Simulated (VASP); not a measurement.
Runs of VASP 6.6.1 on InP. The structure is that of space group P-6m2 (No. 187), or close to it. The cells are those of the table. The cell was built from a structure type or drawn by symmetry, and may not be a known phase.

```csv
task,cell,k mesh,cutoff (eV),gap on the mesh (eV),pressure (GPa),relaxed volume (Å³/atom)
single point,"a = 3.520, b = 3.520, c = 3.435 Å, angles 90.0, 90.0, 120.0°, 2 atoms",6 × 6 × 6,520,none,15.6,-
relaxation of cell and atoms,"relaxed from a = 3.793, b = 3.793, c = 3.517 Å, angles 90.0, 90.0, 120.0°, 2 atoms",18 × 18 × 16,600,none,0.0,(a)
relaxation of cell and atoms,"relaxed from a = 3.520, b = 3.520, c = 3.435 Å, angles 90.0, 90.0, 120.0°, 2 atoms",6 × 6 × 6,600,none,0.2,21.92
single point,"a = 3.793, b = 3.793, c = 3.517 Å, angles 90.0, 90.0, 120.0°, 2 atoms",6 × 6 × 6,520,none,0.0,-
single point,"a = 3.850, b = 3.850, c = 3.440 Å, angles 90.0, 90.0, 120.0°, 2 atoms",18 × 18 × 16,520,none,0.0,-
```

Alike in all rows: level PBE; potentials or basis VASP PAW PBE potentials, release 64 (In_d, P); no spin polarisation; smearing gaussian 0.1 eV.

Task: Estimate the missing entries.

Result: (a) 22.07.

Caveats: spin-orbit coupling is left out, which moves the levels of the heavy elements; the cell stands under pressure (at least some runs); the volume moved by over 15 % at a fixed basis, so the end points are rough (at least some runs).

A k mesh can miss the band edges, and the runs leave out spin-orbit coupling on In.

A gap of «none» marks levels without a gap at the run's occupations.
